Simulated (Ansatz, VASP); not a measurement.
**ScZnH2 in VASP and in Ansatz**

```
Sc Zn H
1.0
     3.74685    0.00000    0.00000
     0.00000    3.74685    0.00000
     0.00000    0.00000    2.89307
Sc Zn H
1 1 2
Cartesian
  1.8734 1.8734 1.4465
  0.0000 0.0000 0.0000
  1.8734 0.0000 0.0000
  0.0000 1.8734 0.0000
```

Alike in both runs: functional PBE; k mesh 12 × 12 × 16; occupations gaussian, width 0.1 eV; no spin polarisation.

Ansatz relaxed the structure, and its values are those at the end. VASP's run is a single point on that final structure, the one shown.

|  | VASP | Ansatz |
| --- | --- | --- |
| version | VASP 6.6.1 | Ansatz 0.2.0 |
| potentials or method | VASP PAW PBE potentials, release 64 (Sc_sv, Zn, H), cutoff 520 eV | scalar-relativistic, plane waves, PAW |
| valence electrons in the cell | 25 | 25 |

Ansatz gave:

```
gap on the k mesh at the Fermi level (eV) : none
pressure (GPa)                            : 0.0
```

Estimate VASP's values.

gap on the k mesh at the Fermi level (eV): none; pressure (GPa): 0.2.

A gap of «none» marks a metal or a gap that the smearing closes. The functional is the same, so the differences come from potentials, cutoffs and numerics.
